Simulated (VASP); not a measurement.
Runs of VASP 6.6.1 on Pt. The structure is that of space group Pm-3m (No. 221), or close to it. The cells are those of the table. 

| cell | gap on the mesh (eV) | pressure (GPa) |
| --- | --- | --- |
| a = 2.678 Å, 1 atom | none | (b) |
| a = 2.533 Å, 1 atom | none | 29.7 |
| a = 2.570 Å, 1 atom | none | 16.9 |
| a = 2.712 Å, 1 atom | none | -10.7 |
| a = 2.745 Å, 1 atom | none | (a) |
| a = 2.643 Å, 1 atom | none | -0.4 |

Alike in all rows: task single point; level RPBE; potentials or basis VASP PAW PBE potentials, release 64 (Pt); no spin polarisation; k mesh 13 × 13 × 13; cutoff (eV) 520; smearing fermi-dirac 0.1 eV.

**Question.** Estimate the missing entries.

**Answer.** (a) -14.1; (b) -6.2.

Caveats: the PAW data sets were made with another functional, which shifts forces and pressure a little; spin-orbit coupling is left out, which moves the levels of the heavy elements.

A k mesh can miss the band edges, and the runs leave out spin-orbit coupling on Pt.

A gap of «none» marks levels without a gap at the run's occupations.
